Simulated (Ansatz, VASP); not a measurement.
# EuBi in VASP and in Ansatz

```
Eu Bi
1.0
     4.23108    0.00000    0.00000
    -2.11554    3.66422    0.00000
     0.00000    0.00000    4.79887
Eu Bi
1 1
Direct
  0.00000 0.00000 0.00000
  0.66667 0.33333 0.50000
```

Alike in both runs: task single point; functional PBE; k mesh 8 × 8 × 8; occupations gaussian, width 0.05 eV; no spin polarisation; Hubbard terms Eu f U = 6.0 eV.

|  | VASP | Ansatz |
| --- | --- | --- |
| version | VASP 6.6.1 | Ansatz 0.2.0 |
| potentials or method | VASP PAW PBE potentials, release 64 (Eu, Bi_d), cutoff 520 eV | scalar-relativistic, plane waves, PAW |
| valence electrons in the cell | 32 | 32 |

|  | VASP | Ansatz | Ansatz less VASP |
| --- | --- | --- | --- |
| gap on the k mesh at the Fermi level (eV) | none | none | - |
| pressure (GPa) | -3.7 | -1.6 | +2.04 |
| traceless stress, the component that is largest in VASP (GPa) | -5.35 | -2.37 | +2.981 |

The programs project onto different local orbitals, so the same U acts differently, and such runs can settle in different states. A gap of «none» marks a metal or a gap that the smearing closes. Ansatz's warnings: filled band counts differ across k points, negative dielectric reading.

Neither program's run includes spin-orbit coupling.
